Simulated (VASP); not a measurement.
A run of VASP 6.6.1 is set up as follows.

POSCAR

```
Ga4AsN3
1.0
    3.3630837484      0.0000000000      0.0000000000
   -1.6815418742      2.9125159611      0.0000000000
    0.0000000000      0.0000000000     11.2529118311
N As Ga
3 1 4
Direct
    0.6666666667      0.3333333333     -0.0243353083
    0.6666666667      0.3333333333      0.5251590729
    0.3333333333      0.6666666667      0.7502623829
    0.3333333333      0.6666666667      0.2438456563
    0.6666666667      0.3333333333      0.8009642100
    0.6666666667      0.3333333333      0.3523751741
    0.3333333333      0.6666666667      0.5762147709
    0.3333333333      0.6666666667      0.0255140413
```

INCAR.step1

```
SYSTEM = Ga4AsN3
ALGO = Normal ; EDIFF = 1E-4
ENCUT = 520 ; GGA = PE
ISMEAR = -1 ; LASPH = .True.
LCHARG = .False. ; LREAL = .False.
LWAVE = .True. ; NBANDS = 46
NELM = 100 ; PREC = Accurate
SIGMA = 0.02
```

File INCAR.step2:

```
SYSTEM = Ga4AsN3
ALGO = Normal ; EDIFF = 1E-6
ENCUT = 520 ; ISIF = 2
ISMEAR = -1 ; ISTART = 1
LASPH = .True. ; LCHARG = .False.
LMIXTAU = .True. ; LREAL = .False.
LWAVE = .False. ; METAGGA = R2SCAN
NBANDS = 46 ; NELM = 100
PREC = Accurate ; SIGMA = 0.02
```

Contents of KPOINTS:

```
k-points
0
Gamma
  12 12 2
  0 0 0
```

Potentials or basis: VASP PAW PBE potentials, release 64 (N, As, Ga_d).

The run is started by

```sh
$ cat potpaw_PBE.64/N/POTCAR potpaw_PBE.64/As/POTCAR potpaw_PBE.64/Ga_d/POTCAR > POTCAR
$ cp INCAR.step1 INCAR
$ mpirun -np 1 vasp_std > vasp.out
$ cp INCAR.step2 INCAR
$ mpirun -np 1 vasp_std > vasp.out
```

Problem. What does it give for the largest force?

Solution. 0.036 eV/Å.

Problem. What does it give for the band gap on the k mesh?

Solution. Zero (band 36 reaches 7.65 eV, above the bottom of band 37 at 7.05 eV).

Problem. What does it give for the pressure?

Solution. 0.6 GPa.

Forces in eV/Å, atoms in the order of the input:
```
N    0.000  0.000  0.033
N    0.000  0.000  0.027
N    0.000  0.000  0.022
As   0.000  0.000 -0.026
Ga   0.000  0.000 -0.005
Ga   0.000  0.000 -0.036
Ga   0.000  0.000 -0.026
Ga   0.000  0.000  0.011
```

Caveat: the PAW data sets were made with another functional, which shifts forces and pressure a little.
